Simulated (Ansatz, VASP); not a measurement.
# One calculation of HF, two programs

INCAR

```
SYSTEM = HF
  PREC = Accurate
  ENCUT = 520
  EDIFF = 1E-7
  ISMEAR = -1
  SIGMA = 0.02
  LREAL = .FALSE.
  LASPH = .TRUE.
  NELM = 80
  ALGO = Normal
  ISIF = 2
  LWAVE = .FALSE.
  LCHARG = .FALSE.
  GGA = PE
  IVDW = 12
  IBRION = 2
  NSW = 35
  EDIFFG = -0.3
```

Contents of KPOINTS:

```
Automatic mesh
0
G
  1 1 1
  0 0 0
```

File POSCAR:

```
HF
1.0
    5.8867650000      0.0000000000      0.0000000000
    0.0000000000      5.8867650000      0.0000000000
    0.0000000000      0.0000000000      5.8867650000
F H
6 6
Direct
    0.2464017000      0.4693437000      0.8091645000
    0.8307166000      0.7819241000      0.7139911000
    0.5929893000      0.1357201000      0.9569716000
    0.6325423000      0.6283334000      0.2756984000
    0.3928671000      0.1316089000      0.3174984000
    0.3251540000      0.8456340000      0.6537980000
    0.2949734000      0.5948309000      0.8931954000
    0.7758252000      0.7744259000      0.5653367000
    0.6328232000      0.2741000000      0.8904005000
    0.6836971000      0.5035474000      0.1921575000
    0.4677993000      0.2461785000      0.2373336000
    0.2119588000      0.8920615000      0.7547869000
```

Input for Ansatz:

```yaml
crystal:
  lattice:
    - [5.886765, 0.0, 0.0]
    - [0.0, 5.886765, 0.0]
    - [0.0, 0.0, 5.886765]
  atoms:
    - { symbol: F, position: [0.2464017, 0.4693437, 0.8091645] }
    - { symbol: H, position: [0.2949734, 0.5948309, 0.8931954] }
    - { symbol: F, position: [0.8307166, 0.7819241, 0.7139911] }
    - { symbol: H, position: [0.7758252, 0.7744259, 0.5653367] }
    - { symbol: F, position: [0.5929893, 0.1357201, 0.9569716] }
    - { symbol: H, position: [0.6328232, 0.2741, 0.8904005] }
    - { symbol: F, position: [0.6325423, 0.6283334, 0.2756984] }
    - { symbol: H, position: [0.6836971, 0.5035474, 0.1921575] }
    - { symbol: F, position: [0.3928671, 0.1316089, 0.3174984] }
    - { symbol: H, position: [0.4677993, 0.2461785, 0.2373336] }
    - { symbol: F, position: [0.325154, 0.845634, 0.653798] }
    - { symbol: H, position: [0.2119588, 0.8920615, 0.7547869] }
basis:
  ecutwfc: 420.0
kpoints:
  mp_grid: { grid: [1, 1, 1] }
hamiltonian:
  xc: pbe
  dispersion: d3bj
scf:
  occupations: { method: fermi_dirac, width: 0.02 }
  lower_state_search: "off"
relax:
  f_tol: 0.3
  max_steps: 15
  adjacent_minimum: "off"
output:
  write_density: true
  write_potential: true
  elf: true
  volumetric_format: npy
```

Alike in both runs: task relaxation of the atoms; functional PBE; dispersion D3(BJ); k mesh 1 × 1 × 1; occupations fermi-dirac, width 0.02 eV; no spin polarisation.

|  | VASP | Ansatz |
| --- | --- | --- |
| version | VASP 6.6.1 | Ansatz 0.2.0 |
| potentials or method | VASP PAW PBE potentials, release 64 (F, H), cutoff 520 eV | scalar-relativistic, plane waves, PAW |
| valence electrons in the cell | 48 | 48 |

|  | VASP | Ansatz | Ansatz less VASP |
| --- | --- | --- | --- |
| gap on the k mesh at the Fermi level, each at its own relaxed structure (eV) | 6.51 | 6.90 | +0.385 |

Ansatz's warnings: xc potential rough in thin density.
